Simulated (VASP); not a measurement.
Write the native input for VASP 6.6.1 that does the following.

```yaml
Task: relaxation of cell and atoms
Functional: r2SCAN
Potentials_or_basis: VASP PAW PBE potentials, release 64 (La, Zn)
Cutoff: 600 eV
k_mesh: 9 × 9 × 9
Occupations: fermi-dirac, width 0.1 eV
Spin: no spin polarisation
Target_pressure: -2 GPa
Dipole_correction: no
Further_INCAR_settings: ALGO = Normal; EDIFF = 1e-06; IBRION = 2; EDIFFG = -0.01; NSW = 80; ISIF = 3
```

The system is LaZn.

```
La Zn
1.0
     3.75000    0.00000    0.00000
     0.00000    3.75000    0.00000
     0.00000    0.00000    3.75000
La Zn
1 1
Direct
  0.50000 0.50000 0.50000
  0.00000 0.00000 0.00000
```

These files were run (other wordings do the same):

POSCAR

```
LaZn
1.0
    3.7500000000      0.0000000000      0.0000000000
    0.0000000000      3.7500000000      0.0000000000
    0.0000000000      0.0000000000      3.7500000000
La Zn
1 1
Direct
    0.5000000000      0.5000000000      0.5000000000
    0.0000000000      0.0000000000      0.0000000000
```

INCAR.step1

```
SYSTEM = LaZn
PREC = Accurate
ENCUT = 600
ISMEAR = -1
SIGMA = 0.1
LREAL = .FALSE.
LASPH = .TRUE.
NELM = 100
GGA = PE
ALGO = Normal
EDIFF = 1E-4
LWAVE = .TRUE.
LCHARG = .FALSE.
```

INCAR.step2

```
SYSTEM = LaZn
PREC = Accurate
ENCUT = 600
EDIFF = 1E-6
ISMEAR = -1
SIGMA = 0.1
LREAL = .FALSE.
LASPH = .TRUE.
NELM = 100
ALGO = Normal
ISIF = 3
LWAVE = .FALSE.
LCHARG = .FALSE.
METAGGA = R2SCAN
LMIXTAU = .TRUE.
IBRION = 2
NSW = 80
EDIFFG = -0.01
PSTRESS = -20.0
ISTART = 1
```

KPOINTS

```
Automatic mesh
0
G
  9 9 9
  0 0 0
```

Potentials or basis: VASP PAW PBE potentials, release 64 (La, Zn).

Run with:

```console
$ cat potpaw_PBE.64/La/POTCAR potpaw_PBE.64/Zn/POTCAR > POTCAR
$ cp INCAR.step1 INCAR
$ mpirun -np 1 vasp_std > vasp.out
$ cp INCAR.step2 INCAR
$ mpirun -np 1 vasp_std > vasp.out
```

It gave:

```
Relaxed volume                                         : 27.73 Å³/atom
Relaxed cell                                           : a = 3.813 Å, b = 3.813 Å, c = 3.813 Å, α = 90.00°, β = 90.00°, γ = 90.00°
Space group after relaxing (to 0.05 Å)                 : Pm-3m (No. 221)
Energy change on relaxing (the enthalpy is what falls) : +7.6 meV/atom
Ionic steps                                            : 3
Pressure after relaxing                                : -2.1 GPa
```

Caveat: the cell is relaxed towards a set pressure, so the enthalpy falls and the energy may rise; the PAW data sets were made with another functional, which shifts forces and pressure a little.

It took 4.3 min on 1 thread of Intel(R) Xeon(R) Platinum 8375C CPU @ 2.90GHz (Ice Lake), on a shared host, peak memory 0.22 GiB.
